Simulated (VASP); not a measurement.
WBr2F2, 5 atoms in the cell. Symmetry: P-3m1, No. 164, trigonal system. Conventional cell: a = 3.593 Å, b = 3.593 Å, c = 9.032 Å, α = 90.00°, β = 90.00°, γ = 120.00°. W (site symmetry -3m) has 6 F at 2.45 Å within 3.2 Å. Br (site symmetry 3m) has 3 F at 2.69 Å and 9 Br at 3.59 to 3.64 Å and 3 W at 3.66 Å within 3.7 Å. F (site symmetry 3m) has 3 W at 2.45 Å and 3 Br at 2.69 Å within 3.2 Å. The cell was generated, and may not be a known phase.

| Item | Value |
| --- | --- |
| Program | VASP 6.6.1 |
| Task | single point |
| Functional | PBE |
| Potentials or basis | VASP PAW PBE potentials, release 64 (W_sv, Br, F) |
| Cutoff | 600 eV |
| k mesh | 6 × 6 × 2 |
| Occupations | gaussian, width 0.1 eV |
| Spin | no spin polarisation |
| Dipole correction | no |
| Further INCAR settings | ALGO = Normal; EDIFF = 1e-06; NBANDS = 29 |

Potentials or basis: VASP PAW PBE potentials, release 64 (W_sv, Br, F).

Launch:

```console
$ cat potpaw_PBE.64/W_sv/POTCAR potpaw_PBE.64/Br/POTCAR potpaw_PBE.64/F/POTCAR > POTCAR
$ mpirun -np 1 vasp_std > vasp.out
```

Hardware: 1 thread of Intel Xeon 8259CL, on a shared host.

**Question.** Estimate the wall time of this run.

**Answer.** Wall time 2.4 min on 1 thread of Intel Xeon 8259CL, on a shared host, peak memory 0.27 GiB. Counts: scf iterations 21, k points 14.
